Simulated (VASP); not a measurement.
Input of a VASP 6.6.1 run:

File INCAR:

```
PREC = Accurate ; ENCUT = 520
EDIFF = 1E-6 ; ISMEAR = -1
SIGMA = 0.08 ; LREAL = False
LASPH = True ; NELM = 80
ALGO = Normal ; ISIF = 2
LWAVE = False ; LCHARG = False
GGA = PS ; NBANDS = 21
```

Contents of KPOINTS:

```
regular mesh
0
Gamma
  12 12 12
```

POSCAR

```
Mo
1.0
    0.0000000000      2.7582526672      2.7582526672
    2.7582526672      0.0000000000      2.7582526672
    2.7582526672      2.7582526672      0.0000000000
Mo
2
Direct
   -0.1250000000     -0.1250000000     -0.1250000000
    0.1250000000      0.1250000000      0.1250000000
```

Potentials or basis: VASP PAW PBE potentials, release 64 (Mo_sv).

Launch:

```bash
$ cat potpaw_PBE.64/Mo_sv/POTCAR > POTCAR
$ mpirun -np 1 vasp_std > vasp.out
```

**Question.** What does it give for the band gap on the k mesh?

**Answer.** Zero (band 14 reaches 8.08 eV, above the bottom of band 15 at 7.56 eV).

**Question.** Estimate the pressure.

**Answer.** 7.4 GPa.

Caveat: the PAW data sets were made with another functional, which shifts forces and pressure a little.
